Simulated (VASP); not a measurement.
# TeRu (Pm-3m) in VASP: notebook

Runs on TeRu. Level: LDA. Tasks: single point.

Everything below comes from runs of VASP 6.6.1. Logs are shortened: lines on timing, memory, paths and dates and some standing lists are left out, and cuts for length are marked.

### 1 The cell of the first run

Symmetry: Pm-3m, No. 221, cubic system. Conventional cell: a = 3.415 Å, b = 3.415 Å, c = 3.415 Å, α = 90.00°, β = 90.00°, γ = 90.00°. Ru (site symmetry m-3m) has 8 Te at 2.96 Å and 6 Ru at 3.42 Å within 3.9 Å. Within 3.9 Å of Te (site symmetry m-3m) lie 8 Ru at 2.96 Å and 6 Te at 3.42 Å.

### 2 Single point, LDA, non-collinear spin, twin_end start, moments held on the sites

The input, INCAR:

```
ALGO = Normal
AMIX = 0.2
AMIX_MAG = 0.8
BMIX = 1E-4
BMIX_MAG = 1E-4
EDIFF = 1E-6
ENCUT = 500
GGA_COMPAT = F
ISIF = 2
ISMEAR = 0
ISYM = -1
I_CONSTRAINED_M = 1
KPAR = 4
LAMBDA = 10
LASPH = T
LCHARG = F
LMAXMIX = 4
LNONCOLLINEAR = T
LORBIT = 11
LREAL = F
LWAVE = F
MAGMOM = 0 0 0.4 0 0 -0.4 0 0 0 0 0 0
M_CONSTR = 0.707 0.707 0 0.707 0.707 0 0 0 0 0 0 0
NBANDS = 54
NELM = 200
PREC = Accurate
RWIGS = 1.46 1.38
SIGMA = 0.05
```

The input, KPOINTS:

```
k-points
0
Gamma
  6 6 3
```

The input, POSCAR:

```
TeRu
1.0
    3.4153846100      0.0000000000      0.0000000000
    0.0000000000      3.4153846100      0.0000000000
    0.0000000000      0.0000000000      6.8307692200
Ru Te
2 2
Direct
    0.0000000000      0.0000000000      0.0000000000
    0.0000000000      0.0000000000      0.5000000000
    0.5000000000      0.5000000000      0.2500000000
    0.5000000000      0.5000000000      0.7500000000
```

Potentials or basis: VASP PAW LDA potentials, release 64 (Ru_pv, Te).

Started as:

```
$ cat potpaw_LDA.64/Ru_pv/POTCAR potpaw_LDA.64/Te/POTCAR > POTCAR
$ mpirun -np 4 vasp_ncl > vasp.out
```

OUTCAR:

```text
AMIX = 0.2
   AMIX_MAG = 0.8
   EDIFF = 1E-6
   ENCUT = 500
   ISIF = 2
   ISMEAR = 0
   ISYM = -1
   LASPH = T
   LNONCOLLINEAR = T
   LORBIT = 11
   LREAL = F
   NELM = 200
   PREC = Accurate

 ion  position               nearest neighbor table
   1  0.000  0.000  0.000-   3 2.96   4 2.96   3 2.96   4 2.96   3 2.96   4 2.96   3 2.96   4 2.96
                             2 3.42   2 3.42
   2  0.000  0.000  0.500-   3 2.96   4 2.96   3 2.96   4 2.96   3 2.96   4 2.96   3 2.96   4 2.96
                             1 3.42   1 3.42
   3  0.500  0.500  0.250-   1 2.96   2 2.96   1 2.96   2 2.96   1 2.96   2 2.96   1 2.96   2 2.96

   4  0.500  0.500  0.750-   1 2.96   2 2.96   1 2.96   2 2.96   1 2.96   2 2.96   1 2.96   2 2.96

IMPORTANT INFORMATION: All symmetrisations will be switched off!
NOSYMM: (Re-)initialisation of all symmetry stuff for point group C_1.

----------------------------------------------------------------------------------------

                                     Primitive cell

  volume of cell :      79.6799

  direct lattice vectors                    reciprocal lattice vectors
     3.415384610  0.000000000  0.000000000     0.292792793  0.000000000  0.000000000
     0.000000000  3.415384610  0.000000000     0.000000000  0.292792793  0.000000000
     0.000000000  0.000000000  6.830769220     0.000000000  0.000000000  0.146396397

  length of vectors
     3.415384610  3.415384610  6.830769220     0.292792793  0.292792793  0.146396397

  position of ions in fractional coordinates (direct lattice)
     0.000000000  0.000000000  0.000000000
     0.000000000  0.000000000  0.500000000
     0.500000000  0.500000000  0.250000000
     0.500000000  0.500000000  0.750000000

  ion indices of the primitive-cell ions
   primitive index   ion index
                 1           1
                 2           2
                 3           3
                 4           4

----------------------------------------------------------------------------------------

 KPOINTS: k-points

Automatic generation of k-mesh.
 Grid dimensions read from file:
 generate k-points for:    6    6    3

 Generating k-lattice:

  Cartesian coordinates                     Fractional coordinates (reciprocal lattice)
     0.048798799  0.000000000  0.000000000     0.166666667  0.000000000  0.000000000
     0.000000000  0.048798799  0.000000000     0.000000000  0.166666667  0.000000000
     0.000000000  0.000000000  0.048798799     0.000000000  0.000000000  0.333333333

  Length of vectors
     0.048798799  0.048798799  0.048798799

  Shift w.r.t. Gamma in fractional coordinates (k-lattice)
     0.000000000  0.000000000  0.000000000

 Subroutine IBZKPT returns following result:
 ===========================================

 Found    108 irreducible k-points:

 Following reciprocal coordinates:
            Coordinates               Weight
  0.000000  0.000000  0.000000      1.000000
  0.166667  0.000000  0.000000      1.000000
  0.333333  0.000000  0.000000      1.000000
  0.500000  0.000000  0.000000      1.000000
 -0.333333  0.000000  0.000000      1.000000
 -0.166667  0.000000  0.000000      1.000000
[... 16 lines left out ...]
 -0.333333  0.500000  0.000000      1.000000
 -0.166667  0.500000  0.000000      1.000000
 [... further k-points ...]
   k-points           NKPTS =    108   k-points in BZ     NKDIM =    108   number of bands    NBANDS=     54
   number of dos      NEDOS =    301   number of ions     NIONS =      4
   total plane-waves  NPLWV =  39200
   dimension x,y,z NGX =    28 NGY =   28 NGZ =   50
   dimension x,y,z NGXF=    56 NGYF=   56 NGZF=  100
   ions per type =               2   2
   NGX,Y,Z   is equivalent  to a cutoff of  13.63, 13.63, 12.17 a.u.
   NGXF,Y,Z  is equivalent  to a cutoff of  27.26, 27.26, 24.34 a.u.
 SYSTEM =  unknown system
   PREC   = accura    normal or accurate (medium, high low for compatibility)
   ISTART =      0    job   : 0-new  1-cont  2-samecut
   ICHARG =      2    charge: 1-file 2-atom 10-const
   ISPIN  =      1    spin polarized calculation?
   LNONCOLLINEAR =      T non collinear calculations
   LSORBIT =      F    spin-orbit coupling
   LASPH  =      T    aspherical Exc in radial PAW
   ENCUT  =  500.0 eV  36.75 Ry    6.06 a.u.   6.23  6.23 12.45*2*pi/ulx,y,z
   NELM   =    200;   NELMIN=  2; NELMDL= -5     # of ELM steps
   EDIFF  = 0.1E-05   stopping-criterion for ELM
   LREAL  =      F    real-space projection
   EDIFFG = 0.1E-04   stopping-criterion for IOM
   NSW    =      0    number of steps for IOM
   IBRION =     -1    ionic relax: 0-MD 1-quasi-New 2-CG
   NFREE  =      0    steps in history (QN), initial steepest desc. (CG)
   ISIF   =      2    stress and relaxation
   ISYM   =     -1    0-nonsym 1-usesym 2-fastsym
   POTIM  = 0.5000    time-step for ionic-motion
   TEBEG  =    0.0;   TEEND  =   0.0 temperature during run
   PSTRESS=    0.0 pullay stress
   NELECT =      40.0000    total number of electrons
   NUPDOWN=      -1.0000    fix difference up-down
   EMIN   =  10.00;   EMAX   =-10.00  energy-range for DOS
   EFERMI =   0.00;   METHOD = LEGACY
   ISMEAR =     0;   SIGMA  =   0.05  broadening in eV -4-tet -1-fermi 0-gaus
   EFERMI_NEDOS =   21; number of points for ismear=-14 and -15
   IALGO  =     38    algorithm
   IMIX   =      4    mixing-type and parameters
     AMIX     =   0.20;   BMIX     =  0.00
     AMIX_MAG =   0.80;   BMIX_MAG =  0.00
  volume/ion in A,a.u.               =      19.92       134.43
  Fermi-wavevector in a.u.,A,eV,Ry     =   1.301104  2.458729 23.032903  1.692871
  Thomas-Fermi vector in A             =   2.432259
   LORBIT       =     11    0 simple, 1 ext, 2 COOP (PROOUT), +10 PAW based schemes
   GGA     = CA    functional components
   LHFCALC =     F    Hartree Fock is set to
   AEXX    =    0.0000 exact exchange contribution
   IVDW    =     0    specifies the selected vdW correction
   LEPSILON=     F    determine dielectric tensor
   LRPA    =     F    only Hartree local field effects (RPA)
 Gauss-broadening in eV      SIGMA  =   0.05
  energy-cutoff  :      500.00
  volume of cell :       79.68
 maximum number of plane-waves:      4176
 NGX is ok and might be reduce to    28
   NGX = 13   NGY = 13   NGZ = 25

 number of electron      40.0000013 magnetization       0.3483967      0.3370574      0.1237499

 number of electron      40.0000013 magnetization       0.0201484      0.2443887     -0.3874987

 number of electron      40.0000013 magnetization      -0.8837172     -0.8840331      0.0001655

 number of electron      40.0000013 magnetization      -0.8837506     -0.8837255     -0.0000503

 Free energy of the ion-electron system (eV)
  ---------------------------------------------------
  ext. energy  EPLUGINS =         0.00000000
  ---------------------------------------------------
  free energy    TOTEN  =       -26.84017066 eV

  energy without entropy =      -26.83604886  energy(sigma->0) =      -26.83810976

 E-fermi :  10.3366     XC(G=0): -11.9752

 val. band max:       10.2623790627   @ k =   0.3333  -0.1667  -0.3333
 cond. band min:      10.3454470002   @ k =   0.1667   0.0000   0.3333
 fundamental gap:      0.0830679375
 Fermi energy:        10.3365966369

 k-point     1 :       0.0000    0.0000    0.0000
  band No.  band energies     occupation
      1     -31.9466      1.00000
      2     -31.8995      1.00000
      3     -31.8995      1.00000
      4     -31.8995      1.00000
      5     -31.8949      1.00000
      6     -31.8949      1.00000
[... 44 lines left out ...]
     51      15.7714      0.00000
     52      15.8449      0.00000

 k-point     2 :       0.1667    0.0000    0.0000
  band No.  band energies     occupation
      1     -31.9452      1.00000
      2     -31.9113      1.00000
      3     -31.9065      1.00000
      4     -31.8983      1.00000
      5     -31.8983      1.00000
      6     -31.8941      1.00000
[... 44 lines left out ...]
     51      14.8683      0.00000
     52      14.9776      0.00000
[... 1153 lines left out ...]
     51      12.8193      0.00000
     52      13.0257      0.00000

 k-point    24 :      -0.1667    0.5000    0.0000
  band No.  band energies     occupation
      1     -31.9452      1.00000
      2     -31.9395      1.00000
      3     -31.9395      1.00000
      4     -31.9065      1.00000
      5     -31.9025      1.00000
      6     -31.8941      1.00000
[... 44 lines left out ...]
     51      14.8682      0.00000
     52      14.9776      0.00000

 [... further k-points ...]

 [bands above 52 left out]

------------------------ aborting loop because EDIFF is reached ----------------------------------------

  FORCE on cell =-STRESS in cart. coord.  units (eV):
  Direction    XX          YY          ZZ          XY          YZ          ZX
  --------------------------------------------------------------------------------------
  -------------------------------------------------------------------------------------
  Total       -8.7365926     -8.7365894     -8.7384359     -0.0000001      0.0000004      0.0000011
  in kB     -175.6725154   -175.6724518   -175.7095794     -0.0000014      0.0000073      0.0000227
  external PRESSURE =    -175.6848489 kB  Pullay stress =       0.0000000 kB

 VOLUME and BASIS-vectors are now :
 -----------------------------------------------------------------------------
  energy-cutoff  :      500.00
  volume of cell :       79.68
      direct lattice vectors                 reciprocal lattice vectors
     3.415384610  0.000000000  0.000000000     0.292792793  0.000000000  0.000000000
     0.000000000  3.415384610  0.000000000     0.000000000  0.292792793  0.000000000
     0.000000000  0.000000000  6.830769220     0.000000000  0.000000000  0.146396397

 POSITION                                       TOTAL-FORCE (eV/Angst)
 -----------------------------------------------------------------------------------
      0.00000      0.00000      0.00000         0.000000      0.000000     -0.000000
      0.00000      0.00000      3.41538         0.000000     -0.000000      0.000000
      1.70769      1.70769      1.70769        -0.000000      0.000000      0.000006
      1.70769      1.70769      5.12308        -0.000000     -0.000000     -0.000007
 -----------------------------------------------------------------------------------
    total drift:                                0.000000      0.000000      0.000000

  FREE ENERGIE OF THE ION-ELECTRON SYSTEM (eV)
  ---------------------------------------------------
  free  energy   TOTEN  =       -26.8401706638 eV

  energy  without entropy=      -26.8360488630  energy(sigma->0) =      -26.83810976

 total charge

# of ion       s       p       d       tot
------------------------------------------
    1        0.228   6.117   6.099  12.444
    2        0.228   6.117   6.099  12.444
    3        1.424   1.755   0.113   3.292
    4        1.424   1.755   0.113   3.292
--------------------------------------------------
tot          3.304  15.745  12.423  31.471

 magnetization (x)

# of ion       s       p       d       tot
------------------------------------------
    1       -0.005  -0.000  -0.423  -0.428
    2       -0.005  -0.000  -0.423  -0.428
    3       -0.011   0.005   0.002  -0.003
    4       -0.011   0.005   0.002  -0.003
--------------------------------------------------
tot         -0.032   0.010  -0.841  -0.863

 magnetization (y)

# of ion       s       p       d       tot
------------------------------------------
    1       -0.005  -0.000  -0.423  -0.428
    2       -0.005  -0.000  -0.423  -0.428
    3       -0.011   0.005   0.002  -0.003
    4       -0.011   0.005   0.002  -0.003
--------------------------------------------------
tot         -0.032   0.010  -0.842  -0.864

 magnetization (z)

# of ion       s       p       d       tot
------------------------------------------
    1       -0.000   0.000  -0.000  -0.000
    2       -0.000  -0.000  -0.000  -0.000
    3       -0.000   0.000  -0.000  -0.000
    4       -0.000   0.000  -0.000  -0.000
--------------------------------------------------
tot         -0.000   0.000  -0.001  -0.001
```

It took 51 min on 4 MPI ranks of Intel Xeon Platinum 8259CL at 2.50GHz (Skylake/Cascade Lake), shared host; peak memory 0.77 GiB.

Results:

| Item | Value |
| --- | --- |
| Free energy | -26.8402 eV |
| Band gap on the k mesh | zero (bands 40 and 41 overlap by 1.00 eV) |
| Net moment | 1.25 μB per cell |
| Valence electrons inside the program's atomic spheres | Ru 12.44; Te 3.29 |

Moments on the atoms (μB; x, y, z):
```
Ru  -0.43 -0.43  0.00
Ru  -0.43 -0.43  0.00
Te   0.00  0.00  0.00
Te   0.00  0.00  0.00
```

Caveat: moments held by a penalty; spin-orbit coupling is left out, which moves the levels of the heavy elements.

### 3 Single point, LDA, non-collinear spin, twin_end start, moments held on the sites

The input, INCAR:

```
PREC = Accurate ; ENCUT = 500
EDIFF = 1E-6 ; ISMEAR = 0
SIGMA = 0.05 ; LREAL = False
LASPH = True ; NELM = 200
ALGO = Normal ; ISIF = 2
LWAVE = False ; LCHARG = True
LNONCOLLINEAR = True ; MAGMOM = 0 0 0.38 0 0 0.38 0 0 0.01 0 0 0.01
LORBIT = 11 ; I_CONSTRAINED_M = 2
LAMBDA = 10 ; M_CONSTR = 0.577 0.577 0.577 0.577 0.577 0.577 0 0 0 0 0 0
RWIGS = 1.46 1.38 ; ISYM = -1
AMIX = 0.2 ; BMIX = 1E-4
AMIX_MAG = 0.8 ; BMIX_MAG = 1E-4
LMAXMIX = 4 ; GGA = CA
LVHAR = True ; NBANDS = 54
GGA_COMPAT = False ; KPAR = 4
```

The input, KPOINTS:

```
Automatic mesh
0
Gamma
  6 6 3
```

POSCAR is that of step 2.

Potentials or basis: VASP PAW LDA potentials, release 64 (Ru_pv, Te).

Started as:

```
$ cat potpaw_LDA.64/Ru_pv/POTCAR potpaw_LDA.64/Te/POTCAR > POTCAR
$ mpirun -np 4 vasp_ncl > vasp.out
```

Wall time 17 min (4 MPI ranks of Intel Xeon Platinum 8259CL at 2.50GHz (Skylake/Cascade Lake), shared host); peak memory 0.75 GiB.

The run converged. Its results:

```
Free energy                                           : -26.5128 eV
Band gap on the k mesh                                : zero (bands 40 and 41 overlap by 1.43 eV)
Net moment                                            : 2.91 μB per cell
Valence electrons inside the program's atomic spheres : Ru 12.42; Te 3.31
```

Levels at points of the mesh, in eV from the Fermi level:
| k point | band 37 | band 38 | band 39 | band 40 | band 41 | band 42 | band 43 | band 44 |
| --- | --- | --- | --- | --- | --- | --- | --- | --- |
| (0.00, 0.00, 0.00) | -0.79 | -0.79 | -0.79 | -0.03 | -0.03 | -0.03 | 0.05 | 0.94 |
| (0.50, 0.00, 0.00) | -0.88 | -0.82 | 0.05 | 0.30 | 0.94 | 0.98 | 1.25 | 1.26 |
| (0.00, 0.50, 0.00) | -0.88 | -0.82 | 0.05 | 0.30 | 0.94 | 0.98 | 1.25 | 1.26 |
| (0.50, 0.50, 0.00) | 0.30 | 0.98 | 1.04 | 1.04 | 1.25 | 1.26 | 1.49 | 1.79 |

Moments on the atoms (μB; x, y, z):
```
Ru   0.85  0.86  0.85
Ru   0.86  0.85  0.86
Te  -0.01 -0.01 -0.01
Te  -0.01 -0.01 -0.01
```

Caveat: moments held by a penalty; spin-orbit coupling is left out, which moves the levels of the heavy elements.

The gap in the log of VASP goes by the Fermi energy; the results here count the filled bands.